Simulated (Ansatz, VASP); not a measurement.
## Be in VASP and in Ansatz

```
CELL_PARAMETERS angstrom
2.26296 0.00000 0.00000
-1.13148 1.95978 0.00000
0.00000 0.00000 3.56490
ATOMIC_POSITIONS crystal
Be 0.33333 0.66667 0.25000
Be 0.66667 0.33333 0.75000
```

Alike in both runs: functional r2SCAN; k mesh 12 × 12 × 6; occupations gaussian, width 0.1 eV; no spin polarisation.

Ansatz relaxed the structure, and its values are those at the end. VASP's run is a single point on that final structure, the one shown.

```csv
,VASP,Ansatz
version,VASP 6.6.1,Ansatz 0.2.0
potentials or method,"VASP PAW PBE potentials, release 64 (Be), cutoff 520 eV","scalar-relativistic, plane waves, PAW"
valence electrons in the cell,4,4
```

|  | VASP | Ansatz | Ansatz less VASP |
| --- | --- | --- | --- |
| gap on the k mesh at the Fermi level (eV) | none | none | - |
| pressure (GPa) | 0.2 | 0.0 | -0.19 |

VASP's potentials were made for PBE, not for r2SCAN. A gap of «none» marks a metal or a gap that the smearing closes.
